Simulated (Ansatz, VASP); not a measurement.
**One calculation of Ti, two programs**

```
CELL_PARAMETERS angstrom
2.73788 0.00000 0.00000
0.00000 2.73788 0.00000
0.00000 0.00000 2.73788
ATOMIC_POSITIONS crystal
Ti 0.00000 0.00000 0.00000
```

Alike in both runs: task single point; functional revPBE; k mesh 13 × 13 × 13; occupations fermi-dirac, width 0.1 eV; no spin polarisation.

|  | VASP | Ansatz |
| --- | --- | --- |
| version | VASP 6.6.1 | Ansatz 0.2.0 |
| potentials or method | VASP PAW PBE potentials, release 64 (Ti_sv), cutoff 520 eV | plane waves (420 eV) with PAW, scalar-relativistic |
| valence electrons in the cell | 12 | 12 |

```csv
,VASP,Ansatz,Ansatz less VASP
pressure (GPa),-5.2,-5.1,+0.09
```

VASP's potentials were made for PBE, not for revPBE. With one functional, cell and mesh, what is left measures potentials, basis and numerics.
